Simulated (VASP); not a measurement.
**H22CO11: single point with LDA**

System: H22CO11.

```
O H C
1.0
     6.60996    0.00000    0.00000
     0.00000    6.60996    0.00000
     0.00000    0.00000    6.60996
O H C
11 22 1
Direct
  0.50648 0.71277 0.56174
  0.20816 0.15743 0.89402
  0.02365 0.41428 0.14688
  0.85141 0.55247 0.50739
  0.85923 0.22950 0.69752
  0.38372 0.27682 0.43437
  0.59103 0.97598 0.27909
  0.01625 0.08380 0.36676
  0.51686 0.38333 0.77046
  0.22457 0.73587 0.29198
  0.90575 0.86282 0.04523
  0.51055 0.59893 0.66917
  0.38269 0.68528 0.46882
  0.34041 0.23200 0.86935
  0.20794 0.06654 0.01260
  0.10035 0.37223 0.02313
  0.03019 0.30156 0.23796
  0.88023 0.52211 0.36210
  0.70267 0.58972 0.51571
  0.88622 0.36598 0.62191
  0.98373 0.20047 0.78733
  0.48421 0.18101 0.37059
  0.24407 0.22403 0.40760
  0.58701 0.89258 0.40239
  0.73938 0.99181 0.26731
  0.94758 0.11003 0.50223
  0.07628 0.95011 0.34788
  0.66168 0.33344 0.77235
  0.44875 0.32080 0.62814
  0.14336 0.61633 0.23285
  0.32996 0.76578 0.18623
  0.72891 0.92589 0.79704
  0.76415 0.64356 0.88397
  0.79305 0.81102 0.90830
```

```json
{"Program": "VASP 6.6.1", "Task": "single point", "Functional": "LDA", "Potentials or basis": "VASP PAW LDA potentials, release 64 (O, H, C)", "Cutoff": "520 eV", "k mesh": "1 × 1 × 1", "Occupations": "fermi-dirac, width 0.05 eV", "Spin": "no spin polarisation"}
```

- Pressure: -0.7 GPa
- Largest force: 2.584 eV/Å
- Band gap on the k mesh: 3.25 eV

Forces in eV/Å, atoms in the order of the input:
```
O   -0.504 -0.431 -0.099
O   -0.378  0.124  0.226
O    0.086  2.382 -0.999
O    0.588 -0.407 -0.740
O    1.551 -0.465  0.425
O   -0.207  0.285  0.050
O    0.280  0.558 -0.060
O   -0.429  1.399  0.241
O   -1.190 -0.194 -0.516
O    0.508 -0.182 -1.042
O   -0.289 -0.088 -0.679
H   -0.471  0.098  0.009
H    0.553  0.246  0.487
H    0.366 -0.056  0.136
H    0.131  0.302 -0.450
H   -0.244 -0.341  0.378
H   -0.026 -1.923  0.773
H   -0.096  0.286  0.337
H   -0.011  0.520 -0.302
H   -0.294  0.087 -0.042
H   -0.612  0.106 -0.476
H   -0.145 -0.466 -0.204
H    0.297 -0.330  0.220
H   -0.588 -0.673  0.784
H    0.219  0.337 -0.597
H    0.132 -0.196  0.114
H    0.426 -1.140  0.018
H   -0.310 -0.489  0.051
H    0.657  0.544  0.589
H    0.144  0.224  0.178
H   -0.567 -0.048  0.833
H    0.038 -0.472  0.411
H   -0.212  0.490  0.069
C    0.595 -0.085 -0.123
```

Stress tensor (GPa, compression positive):
```
-1.02 -1.11 -1.14
-1.11 -0.14 -0.75
-1.14 -0.75 -0.81
```

Levels at points of the mesh, in eV from the valence-band top:
| k point | band 44 | band 45 | band 46 | band 47 | band 48 | band 49 |
| --- | --- | --- | --- | --- | --- | --- |
| (0.00, 0.00, 0.00) | -1.06 | -0.91 | 0.00 | 3.25 | 4.12 | 6.85 |

It took 98 s on 1 thread of Intel Xeon 8259CL, on a shared host, peak memory 0.26 GiB.

Caveat: the k points lie up to 0.95 Å⁻¹ apart, too coarse for converged energies, forces and pressures.
